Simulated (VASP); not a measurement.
# MnO2: relaxation of the atoms with PBEsol

The system is MnO2.

```xyz
3
Lattice="2.8566 0.0000 0.0000 -1.4283 2.4739 0.0000 0.0000 0.0000 4.7854" Properties=species:S:1:pos:R:3 pbc="T T T"
Mn    0.0000    0.0000    2.3927
O     0.0000    1.6492    3.3799
O     1.4283    0.8246    1.4055
```

* Program: VASP 6.6.1
* Task: relaxation of the atoms
* Functional: PBEsol
* Potentials or basis: VASP PAW PBE potentials, release 64 (Mn_pv, O)
* Cutoff: 520 eV
* k mesh: 9 × 9 × 5
* Occupations: fermi-dirac, width 0.05 eV
* Spin: collinear spin, ferromagnetic start
* Starting moments: [4.0, 0.0, 0.0] μB
* Dipole correction: no
* Further INCAR settings: ALGO = Normal; EDIFF = 1e-06; IBRION = 2; EDIFFG = -0.01; NSW = 60

```
Energy gained by relaxing                             : 10.8 meV/atom
Ionic steps                                           : 3
Pressure after relaxing                               : -1.0 GPa
Band gap on the k mesh                                : 0.73 eV (least direct gap 0.79 eV)
Net moment                                            : 3.00 μB per cell
Site moments                                          : Mn +2.83; O +0.04 μB
Valence electrons inside the program's atomic spheres : Mn 11.78; O 4.98
```

Stress tensor (GPa, compression positive):
```
-1.50  0.00  0.00
 0.00 -1.50  0.00
 0.00  0.00  0.05
```

Step by step:
```
step  energy change (eV)  largest force (eV/Å)  pressure (GPa)
   1              0.0000                0.7766           -6.39
   2             -0.0321                0.0724           -1.43
   3             -0.0324                0.0013           -0.98
```

Final structure:
```yaml
crystal:
  lattice:
    - [2.85658, 0.00000, 0.00000]
    - [-1.42829, 2.47387, 0.00000]
    - [0.00000, 0.00000, 4.78543]
  atoms:
    - { symbol: Mn, position: [0.00000, 0.00000, 0.50000] }
    - { symbol: O, position: [0.33333, 0.66667, 0.69769] }
    - { symbol: O, position: [0.66667, 0.33333, 0.30231] }
```

Levels at points of the mesh, in eV from the valence-band top:
Spin up:
| k point | band 12 | band 13 | band 14 | band 15 | band 16 | band 17 |
| --- | --- | --- | --- | --- | --- | --- |
| (0.00, 0.00, 0.00) | -1.45 | -1.35 | -0.31 | 2.87 | 2.87 | 6.88 |
Spin down:
```
           k point  band 8  band 9  band 10  band 11  band 12  band 13  band 14  band 15
(0.00, 0.00, 0.00)   -5.11   -1.37    -1.37    -1.17     0.73     0.73     2.38     4.23
```

Run time: 7.3 min on 1 × NVIDIA H100 80GB with 1 thread of AMD EPYC 7R13 Processor (Zen 3) (shared host), peak memory 1.2 GiB.

Caveat: the PAW data sets were made with another functional, which shifts forces and pressure a little; a cell with one magnetic atom can't hold antiferromagnetic order, which such compounds often take. A k mesh can miss the band edges.
